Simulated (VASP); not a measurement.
# AgB2 (P6/mmm) in VASP: notebook

The runs below take AgB2 through single point, with PBE+U, r2SCAN+U.

All numbers are computed with VASP 6.6.1; they aren't measurements. Logs are shortened: lines on timing, memory, paths and dates and some standing lists are left out, and cuts for length are marked.

## Step 1: The cell of the first run

It takes space group P6/mmm (No. 191, hexagonal). The conventional cell has a = 3.000 Å, b = 3.000 Å, c = 3.240 Å, α = 90.00°, β = 90.00°, γ = 120.00°. Within 3.1 Å of Ag (site symmetry 6/mmm) lie 12 B at 2.37 Å and 6 Ag at 3.00 Å. B (site symmetry -6m2) has 3 B at 1.73 Å and 6 Ag at 2.37 Å within 2.4 Å.

## Step 2: Single point, PBE+U

Contents of INCAR:

```
SYSTEM = AgB2
PREC = Accurate
ENCUT = 520
EDIFF = 1E-6
ISMEAR = 1
SIGMA = 0.05
LREAL = .FALSE.
LASPH = .TRUE.
NELM = 150
ALGO = Normal
ISIF = 2
LWAVE = .FALSE.
LCHARG = .FALSE.
LMAXMIX = 4
LDAU = .TRUE.
LDAUTYPE = 2
LDAUL = 2 -1
LDAUU = 6 0
LDAUJ = 0 0
LDAUPRINT = 1
GGA = PE
NBANDS = 16
```

Contents of KPOINTS:

```
regular mesh
0
G
  9 9 7
  0 0 0
```

Contents of POSCAR:

```
AgB2
1.0
    3.0000000000      0.0000000000      0.0000000000
   -1.5000000000      2.5980762114      0.0000000000
    0.0000000000      0.0000000000      3.2400000000
Ag B
1 2
Direct
    0.0000000000      0.0000000000      0.0000000000
    0.6666666667      0.3333333333      0.5000000000
    0.3333333333      0.6666666667      0.5000000000
```

Potentials or basis: VASP PAW PBE potentials, release 64 (Ag, B).

Command:

```
cat potpaw_PBE.64/Ag/POTCAR potpaw_PBE.64/B/POTCAR > POTCAR
mpirun -np 1 vasp_std > vasp.out
```

OUTCAR:

```text
SYSTEM = AgB2
   PREC = Accurate
   ENCUT = 520
   EDIFF = 1E-6
   ISMEAR = 1
   LREAL = .FALSE.
   LASPH = .TRUE.
   NELM = 150
   ISIF = 2
   GGA = PE

 ion  position               nearest neighbor table
   1  0.000  0.000  0.000-   2 2.37   3 2.37   2 2.37   3 2.37   2 2.37   2 2.37   3 2.37   3 2.37
                             2 2.37   2 2.37   3 2.37   3 2.37
   2  0.667  0.333  0.500-   3 1.73   3 1.73   3 1.73   1 2.37   1 2.37   1 2.37   1 2.37   1 2.37
                             1 2.37
   3  0.333  0.667  0.500-   2 1.73   2 1.73   2 1.73   1 2.37   1 2.37   1 2.37   1 2.37   1 2.37
                             1 2.37

  LATTYP: Found a hexagonal cell.
 ALAT       =     3.0000000000
 C/A-ratio  =     1.0800000000

  Lattice vectors:

 A1 = (   3.0000000000,   0.0000000000,   0.0000000000)
 A2 = (  -1.5000000000,   2.5980762114,   0.0000000000)
 A3 = (   0.0000000000,   0.0000000000,   3.2400000000)

Analysis of symmetry for initial positions (statically):
=====================================================================
 Subroutine PRICEL returns:
 Original cell was already a primitive cell.

 Routine SETGRP: Setting up the symmetry group for a
 hexagonal supercell.

 Subroutine GETGRP returns: Found 24 space group operations
 (whereof 24 operations were pure point group operations)
 out of a pool of 24 trial point group operations.

The static configuration has the point symmetry D_6h.

Analysis of symmetry for dynamics (positions and initial velocities):
=====================================================================
 Subroutine PRICEL returns:
 Original cell was already a primitive cell.

 Routine SETGRP: Setting up the symmetry group for a
 hexagonal supercell.

 Subroutine GETGRP returns: Found 24 space group operations
 (whereof 24 operations were pure point group operations)
 out of a pool of 24 trial point group operations.

The dynamic configuration has the point symmetry D_6h.

 Subroutine INISYM returns: Found 24 space group operations
 (whereof 24 operations are pure point group operations),
 and found     1 'primitive' translations

----------------------------------------------------------------------------------------

                                     Primitive cell

  volume of cell :      25.2533

  direct lattice vectors                    reciprocal lattice vectors
     3.000000000  0.000000000  0.000000000     0.333333333  0.192450090  0.000000000
    -1.500000000  2.598076211  0.000000000     0.000000000  0.384900179  0.000000000
     0.000000000  0.000000000  3.240000000     0.000000000  0.000000000  0.308641975

  length of vectors
     3.000000000  3.000000000  3.240000000     0.384900179  0.384900179  0.308641975

  position of ions in fractional coordinates (direct lattice)
     0.000000000  0.000000000  0.000000000
     0.666666667  0.333333333  0.500000000
     0.333333333  0.666666667  0.500000000

  ion indices of the primitive-cell ions
   primitive index   ion index
                 1           1
                 2           2
                 3           3

----------------------------------------------------------------------------------------

 KPOINTS: regular mesh

Automatic generation of k-mesh.
 Grid dimensions read from file:
 generate k-points for:    9    9    7

 Generating k-lattice:

  Cartesian coordinates                     Fractional coordinates (reciprocal lattice)
     0.037037037  0.021383343  0.000000000     0.111111111 -0.000000000  0.000000000
     0.000000000  0.042766687  0.000000000     0.000000000  0.111111111  0.000000000
     0.000000000  0.000000000  0.044091711     0.000000000  0.000000000  0.142857143

  Length of vectors
[... 45 lines left out ...]
 SYSTEM =  AgB2
   PREC   = accura    normal or accurate (medium, high low for compatibility)
   ISTART =      0    job   : 0-new  1-cont  2-samecut
   ICHARG =      2    charge: 1-file 2-atom 10-const
   ISPIN  =      1    spin polarized calculation?
   LNONCOLLINEAR =      F non collinear calculations
[... 52 lines left out ...]
  o =  0.9475  v =  0.0000  0.0000 -0.0000  0.0000  1.0000  0.0000  0.0000  0.0000  0.0000  0.0000      0.0000  0.0000  0.0000  0.0000  0.0000  0.0000  0.0000  0.0000  0.0000  0.0000
  o =  0.9475  v =  0.0000  0.0000  0.0000  0.0000  0.0000  1.0000  0.0000  0.0000  0.0000  0.0000      0.0000  0.0000  0.0000  0.0000  0.0000  0.0000  0.0000  0.0000  0.0000  0.0000
  o =  0.9475  v =  0.0000  0.0000  0.0000  0.0000  0.0000  0.0000  0.0000 -0.0000  0.0000  1.0000      0.0000  0.0000  0.0000  0.0000  0.0000  0.0000  0.0000  0.0000  0.0000  0.0000
  o =  0.9681  v =  0.0000  0.0000  0.0000  0.0000  0.0000  0.0000 -0.0000  1.0000 -0.0000  0.0000      0.0000  0.0000  0.0000  0.0000  0.0000  0.0000  0.0000  0.0000  0.0000  0.0000
  o =  0.9681  v =  0.0000 -0.0000  1.0000 -0.0000  0.0000  0.0000  0.0000  0.0000  0.0000  0.0000      0.0000  0.0000  0.0000  0.0000  0.0000  0.0000  0.0000  0.0000  0.0000  0.0000
  o =  0.9728  v =  0.0000  0.0000  0.0000  0.0000  0.0000  0.0000  0.0000 -0.0000 -1.0000  0.0000      0.0000  0.0000  0.0000  0.0000  0.0000  0.0000  0.0000  0.0000  0.0000  0.0000
  o =  0.9728  v =  0.0000  0.0000 -0.0000 -1.0000  0.0000  0.0000  0.0000  0.0000  0.0000  0.0000      0.0000  0.0000  0.0000  0.0000  0.0000  0.0000  0.0000  0.0000  0.0000  0.0000
  o =  0.9728  v =  0.0000  0.0000  0.0000  0.0000  0.0000  0.0000  1.0000  0.0000  0.0000 -0.0000      0.0000  0.0000  0.0000  0.0000  0.0000  0.0000  0.0000  0.0000  0.0000  0.0000
  o =  0.9728  v =  0.0000  1.0000  0.0000  0.0000 -0.0000  0.0000  0.0000  0.0000  0.0000  0.0000      0.0000  0.0000  0.0000  0.0000  0.0000  0.0000  0.0000  0.0000  0.0000  0.0000

 number of electron      16.9999992 magnetization

 Free energy of the ion-electron system (eV)
  ---------------------------------------------------
  ext. energy  EPLUGINS =         0.00000000
  ---------------------------------------------------
  free energy    TOTEN  =       -11.66108628 eV

  energy without entropy =      -11.66119209  energy(sigma->0) =      -11.66112155

 E-fermi :  10.1130     XC(G=0): -13.2574

 val. band max:       10.1069662401   @ k =   0.3333   0.0000   0.4286
 cond. band min:      10.1338186307   @ k =   0.1111  -0.0000   0.1429
 fundamental gap:      0.0268523906
 Fermi energy:        10.1130329074

 k-point     1 :       0.0000    0.0000    0.0000
  band No.  band energies     occupation
      1      -3.8095      2.00000
      2       1.6856      2.00000
      3       2.2538      2.00000
      4       2.2538      2.00000
      5       3.4967      2.00000
      6       3.4967      2.00000
[... 433 lines left out ...]
      3       1.2828      2.00000
      4       2.2630      2.00000
      5       2.2630      2.00000
      6       5.2853      2.00000
[... 8 lines left out ...]
     15      24.3775      0.00000
     16      24.3775      0.00000

 [... further k-points ...]

------------------------ aborting loop because EDIFF is reached ----------------------------------------

  FORCE on cell =-STRESS in cart. coord.  units (eV):
  Direction    XX          YY          ZZ          XY          YZ          ZX
  --------------------------------------------------------------------------------------
  -------------------------------------------------------------------------------------
  Total        5.3006151      5.3006151     10.8204872     -0.0000000     -0.0000000      0.0000000
  in kB      336.2936735    336.2936735    686.4979515     -0.0000000     -0.0000000      0.0000000
  external PRESSURE =     453.0284328 kB  Pullay stress =       0.0000000 kB

 VOLUME and BASIS-vectors are now :
 -----------------------------------------------------------------------------
  energy-cutoff  :      520.00
  volume of cell :       25.25
      direct lattice vectors                 reciprocal lattice vectors
     3.000000000  0.000000000  0.000000000     0.333333333  0.192450090  0.000000000
    -1.500000000  2.598076211  0.000000000     0.000000000  0.384900179  0.000000000
     0.000000000  0.000000000  3.240000000     0.000000000  0.000000000  0.308641975

 POSITION                                       TOTAL-FORCE (eV/Angst)
 -----------------------------------------------------------------------------------
      0.00000      0.00000      0.00000         0.000000      0.000000      0.000000
      1.50000      0.86603      1.62000         0.000000      0.000000      0.000000
     -0.00000      1.73205      1.62000        -0.000000      0.000000      0.000000
 -----------------------------------------------------------------------------------
    total drift:                               -0.000000      0.000000     -0.000000

  FREE ENERGIE OF THE ION-ELECTRON SYSTEM (eV)
  ---------------------------------------------------
  free  energy   TOTEN  =       -11.6610862830 eV

  energy  without entropy=      -11.6611920865  energy(sigma->0) =      -11.66112155
```

Wall time 9.5 s (1 thread of AMD EPYC 9R45 (Zen 5), shared host); peak memory 0.12 GiB.

Results:

* Free energy: -11.6611 eV
* Pressure: 45.3 GPa
* Band gap on the k mesh: zero (an odd number of electrons rules out a gap without spin polarisation)

Eigenvalues of the final occupation matrices:
```
    site  spin  trace               eigenvalues
site 1 d     1   4.81  0.95 0.95 0.97 0.97 0.97
site 1 d     2   4.81  0.95 0.95 0.97 0.97 0.97
```

Caveat: the cell stands under pressure; U without spin polarisation on a metal has little footing; the U is typed as a test and isn't derived for this compound.

## Step 3: Single point, r2SCAN+U

POSCAR is that of step 2.

Contents of INCAR.step1:

```
ALGO = Normal ; EDIFF = 1E-4
ENCUT = 520 ; GGA = PE
ISMEAR = -1 ; LASPH = True
LCHARG = False ; LDAU = True
LDAUJ = 0 0 ; LDAUL = 2 -1
LDAUTYPE = 2 ; LDAUU = 6 0
LMAXMIX = 4 ; LREAL = False
LWAVE = True ; NBANDS = 16
NELM = 150 ; PREC = Accurate
SIGMA = 0.05
```

Contents of INCAR.step2:

```
ALGO = Normal ; EDIFF = 1E-6
ENCUT = 520 ; ISIF = 2
ISMEAR = -1 ; ISTART = 1
LASPH = True ; LCHARG = False
LDAU = True ; LDAUJ = 0 0
LDAUL = 2 -1 ; LDAUPRINT = 1
LDAUTYPE = 2 ; LDAUU = 6 0
LMAXMIX = 4 ; LMIXTAU = True
LREAL = False ; LWAVE = False
METAGGA = R2SCAN ; NBANDS = 16
NELM = 150 ; PREC = Accurate
SIGMA = 0.05
```

Contents of KPOINTS:

```
k-points
0
Gamma
  9 9 7
```

Potentials or basis: VASP PAW PBE potentials, release 64 (Ag, B).

Command:

```
cat potpaw_PBE.64/Ag/POTCAR potpaw_PBE.64/B/POTCAR > POTCAR
cp INCAR.step1 INCAR
mpirun -np 1 vasp_std > vasp.out
cp INCAR.step2 INCAR
mpirun -np 1 vasp_std > vasp.out
```

It took 45 s on 1 thread of AMD EPYC 9R45 (Zen 5), shared host; peak memory 0.13 GiB.

The run converged. Its results:

* Free energy: -31.5783 eV
* Pressure: 45.8 GPa
* Band gap on the k mesh: zero (an odd number of electrons rules out a gap without spin polarisation)

Stress tensor (GPa, compression positive):
```
33.55  0.00  0.00
 0.00 33.55  0.00
 0.00  0.00 70.23
```

Levels at points of the mesh, in eV from the Fermi level:
```csv
k point,band 4,band 5,band 6,band 7,band 8,band 9,band 10,band 11,band 12,band 13
"(0.00, 0.00, 0.00)",-8.16,-6.84,-6.84,-2.80,1.14,1.14,6.23,6.39,6.39,8.16
```

Eigenvalues of the final occupation matrices:
| site | spin | trace | eigenvalues |
| --- | --- | --- | --- |
| site 1 d | 1 | 4.81 | 0.95 0.95 0.97 0.97 0.97 |
| site 1 d | 2 | 4.81 | 0.95 0.95 0.97 0.97 0.97 |

Caveat: the cell stands under pressure; the PAW data sets were made with another functional, which shifts forces and pressure a little; U without spin polarisation on a metal has little footing; the U is typed as a test and isn't derived for this compound.

## Step 4: Single point, r2SCAN+U

POSCAR is that of step 3.

Contents of INCAR.step1:

```
PREC = Accurate
ENCUT = 520
ISMEAR = -1
SIGMA = 0.025
LREAL = False
LASPH = True
NELM = 150
LMAXMIX = 4
LDAU = True
LDAUTYPE = 2
LDAUL = 2 -1
LDAUU = 6 0
LDAUJ = 0 0
NBANDS = 16
GGA = PE
ALGO = Normal
EDIFF = 1E-4
LWAVE = True
LCHARG = False
```

Contents of INCAR.step2:

```
PREC = Accurate
ENCUT = 520
EDIFF = 1E-7
ISMEAR = -1
SIGMA = 0.025
LREAL = False
LASPH = True
NELM = 150
ALGO = Normal
ISIF = 2
LWAVE = False
LCHARG = True
LMAXMIX = 4
LDAU = True
LDAUTYPE = 2
LDAUL = 2 -1
LDAUU = 6 0
LDAUJ = 0 0
LDAUPRINT = 1
METAGGA = R2SCAN
LMIXTAU = True
LELF = True
LVHAR = True
NBANDS = 16
ISTART = 1
```

Contents of KPOINTS:

```
regular mesh
0
Gamma
  9 9 7
```

Command:

```
cat potpaw_PBE.64/Ag/POTCAR potpaw_PBE.64/B/POTCAR > POTCAR
cp INCAR.step1 INCAR
mpirun -np 1 vasp_std > vasp.out
cp INCAR.step2 INCAR
mpirun -np 1 vasp_std > vasp.out
```

Run time: 49 s. Hardware: 1 thread of AMD EPYC 9R45 (Zen 5), shared host; peak memory 0.13 GiB.

It converged, with:

```
Free energy            : -31.5742 eV
Pressure               : 45.9 GPa
Band gap on the k mesh : zero (an odd number of electrons rules out a gap without spin polarisation)
```

Stress tensor (GPa, compression positive):
```
33.58  0.00  0.00
 0.00 33.58  0.00
 0.00  0.00 70.41
```

Levels at points of the mesh, in eV from the Fermi level:
```csv
k point,band 4,band 5,band 6,band 7,band 8,band 9,band 10,band 11,band 12,band 13
"(0.00, 0.00, 0.00)",-8.16,-6.85,-6.85,-2.80,1.14,1.14,6.23,6.39,6.39,8.15
```

Eigenvalues of the final occupation matrices:
```tsv
site	spin	trace	eigenvalues
site 1 d	1	4.81	0.95 0.95 0.97 0.97 0.97
site 1 d	2	4.81	0.95 0.95 0.97 0.97 0.97
```

Caveat: the cell stands under pressure; the PAW data sets were made with another functional, which shifts forces and pressure a little; U without spin polarisation on a metal has little footing; the U is typed as a test and isn't derived for this compound.

## Step 5: Single point, r2SCAN+U

POSCAR is that of step 4.

Contents of INCAR.step1:

```
SYSTEM = AgB2
  PREC = Accurate
  ENCUT = 520
  ISMEAR = -1
  SIGMA = 0.01
  LREAL = .False.
  LASPH = .True.
  NELM = 150
  LMAXMIX = 4
  LDAU = .True.
  LDAUTYPE = 2
  LDAUL = 2 -1
  LDAUU = 6 0
  LDAUJ = 0 0
  NBANDS = 16
  GGA = PE
  ALGO = Normal
  EDIFF = 1E-4
  LWAVE = .True.
  LCHARG = .False.
```

Contents of INCAR.step2:

```
SYSTEM = AgB2
  PREC = Accurate
  ENCUT = 520
  EDIFF = 1E-6
  ISMEAR = -1
  SIGMA = 0.01
  LREAL = .False.
  LASPH = .True.
  NELM = 150
  ALGO = Normal
  ISIF = 2
  LWAVE = .False.
  LCHARG = .True.
  LMAXMIX = 4
  LDAU = .True.
  LDAUTYPE = 2
  LDAUL = 2 -1
  LDAUU = 6 0
  LDAUJ = 0 0
  LDAUPRINT = 1
  METAGGA = R2SCAN
  LMIXTAU = .True.
  LELF = .True.
  LVHAR = .True.
  NBANDS = 16
  ISTART = 1
```

Contents of KPOINTS:

```
Automatic mesh
0
Gamma
  9 9 7
  0 0 0
```

Command:

```
cat potpaw_PBE.64/Ag/POTCAR potpaw_PBE.64/B/POTCAR > POTCAR
cp INCAR.step1 INCAR
mpirun -np 1 vasp_std > vasp.out
cp INCAR.step2 INCAR
mpirun -np 1 vasp_std > vasp.out
```

It took 47 s on 1 thread of AMD EPYC 9R45 (Zen 5), shared host; peak memory 0.13 GiB.

The run converged. Its results:

```yaml
Free_energy: -31.5729 eV
Pressure: 45.9 GPa
Band_gap_on_the_k_mesh: zero (an odd number of electrons rules out a gap without spin polarisation)
```

Stress tensor (GPa, compression positive):
```
33.65  0.00  0.00
 0.00 33.65  0.00
 0.00  0.00 70.40
```

Levels at points of the mesh, in eV from the Fermi level:
```csv
k point,band 4,band 5,band 6,band 7,band 8,band 9,band 10,band 11,band 12,band 13
"(0.00, 0.00, 0.00)",-8.17,-6.86,-6.86,-2.81,1.13,1.13,6.22,6.39,6.39,8.15
```

Eigenvalues of the final occupation matrices:
| site | spin | trace | eigenvalues |
| --- | --- | --- | --- |
| site 1 d | 1 | 4.81 | 0.95 0.95 0.97 0.97 0.97 |
| site 1 d | 2 | 4.81 | 0.95 0.95 0.97 0.97 0.97 |

Caveat: the cell stands under pressure; the PAW data sets were made with another functional, which shifts forces and pressure a little; U without spin polarisation on a metal has little footing; the U is typed as a test and isn't derived for this compound.

## Step 6: Single point, r2SCAN+U

POSCAR is that of step 5.

Contents of INCAR.step1:

```
SYSTEM = AgB2
ALGO = Normal
EDIFF = 1E-4
ENCUT = 520
GGA = PE
ISMEAR = -1
LASPH = .True.
LCHARG = .False.
LDAU = .True.
LDAUJ = 0 0
LDAUL = 2 -1
LDAUTYPE = 2
LDAUU = 6 0
LMAXMIX = 4
LREAL = .False.
LWAVE = .True.
NBANDS = 16
NELM = 150
PREC = Accurate
SIGMA = 0.005
```

Contents of INCAR.step2:

```
SYSTEM = AgB2
ALGO = Normal
EDIFF = 1E-7
ENCUT = 520
ISIF = 2
ISMEAR = -1
ISTART = 1
LASPH = .True.
LCHARG = .False.
LDAU = .True.
LDAUJ = 0 0
LDAUL = 2 -1
LDAUPRINT = 1
LDAUTYPE = 2
LDAUU = 6 0
LMAXMIX = 4
LMIXTAU = .True.
LREAL = .False.
LWAVE = .False.
METAGGA = R2SCAN
NBANDS = 16
NELM = 150
PREC = Accurate
SIGMA = 0.005
```

Contents of KPOINTS:

```
k-points
0
Gamma
  9 9 7
  0 0 0
```

Potentials or basis: VASP PAW PBE potentials, release 64 (Ag, B).

Command:

```
cat potpaw_PBE.64/Ag/POTCAR potpaw_PBE.64/B/POTCAR > POTCAR
cp INCAR.step1 INCAR
mpirun -np 1 vasp_std > vasp.out
cp INCAR.step2 INCAR
mpirun -np 1 vasp_std > vasp.out
```

Wall time 49 s (1 thread of AMD EPYC 9R45 (Zen 5), shared host); peak memory 0.12 GiB.

It converged, with:

```
Free energy            : -31.5727 eV
Pressure               : 45.9 GPa
Band gap on the k mesh : zero (an odd number of electrons rules out a gap without spin polarisation)
```

Stress tensor (GPa, compression positive):
```
33.67  0.00  0.00
 0.00 33.67  0.00
 0.00  0.00 70.37
```

Levels at points of the mesh, in eV from the Fermi level:
```
           k point  band 5  band 6  band 7  band 8  band 9  band 10  band 11  band 12
(0.00, 0.00, 0.00)   -6.85   -6.85   -2.81    1.13    1.13     6.22     6.39     6.39
```

Eigenvalues of the final occupation matrices:
| site | spin | trace | eigenvalues |
| --- | --- | --- | --- |
| site 1 d | 1 | 4.81 | 0.95 0.95 0.97 0.97 0.97 |
| site 1 d | 2 | 4.81 | 0.95 0.95 0.97 0.97 0.97 |

Caveat: the cell stands under pressure; the PAW data sets were made with another functional, which shifts forces and pressure a little; U without spin polarisation on a metal has little footing; the U is typed as a test and isn't derived for this compound.

## Step 7: Overview

| level | smearing | gap on the mesh (eV) | pressure (GPa) |
| --- | --- | --- | --- |
| PBE+U | methfessel-paxton 0.05 eV | none | 45.3 |
| r2SCAN+U | fermi-dirac 0.05 eV | none | 45.8 |
| r2SCAN+U | fermi-dirac 0.025 eV | none | 45.9 |
| r2SCAN+U | fermi-dirac 0.01 eV | none | 45.9 |
| r2SCAN+U | fermi-dirac 0.005 eV | none | 45.9 |

Alike in all rows: task single point; potentials or basis VASP PAW PBE potentials, release 64 (Ag, B); no spin polarisation; Ag d U = 6.0 eV; cell as given; k mesh 9 × 9 × 7; cutoff (eV) 520.

The pressure there spans 45.3 GPa (PBE+U) to 45.9 GPa (r2SCAN+U); a positive pressure means that this level wants a larger cell, a negative one a smaller.

Caveats: the cell stands under pressure; U without spin polarisation on a metal has little footing; the U is typed as a test and isn't derived for this compound; the PAW data sets were made with another functional, which shifts forces and pressure a little (at least some runs).

Total energies depend on the potentials used, so only differences within one code and one set of settings carry meaning.
